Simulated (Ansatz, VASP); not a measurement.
# C: VASP beside Ansatz

```
C
1.0
     2.46657    0.00000    0.00000
    -1.23328    2.13611    0.00000
     0.00000    0.00000    8.52674
C
4
Direct
  0.00000 0.00000 0.25000
  0.00000 0.00000 0.75000
  0.33333 0.66667 0.25000
  0.66667 0.33333 0.75000
```

Alike in both runs: task single point; functional PBE; k mesh 14 × 14 × 4; occupations fermi-dirac, width 0.05 eV; no spin polarisation.

|  | VASP | Ansatz |
| --- | --- | --- |
| version | VASP 6.6.1 | Ansatz 0.2.0 |
| potentials or method | VASP PAW PBE potentials, release 64 (C), cutoff 520 eV | plane waves (420 eV) with PAW, scalar-relativistic |
| valence electrons in the cell | 16 | 16 |

|  | VASP | Ansatz | Ansatz less VASP |
| --- | --- | --- | --- |
| pressure (GPa) | 0.3 | 0.0 | -0.35 |
| traceless stress, the component that is largest in VASP (GPa) | -0.35 | 0.06 | +0.411 |
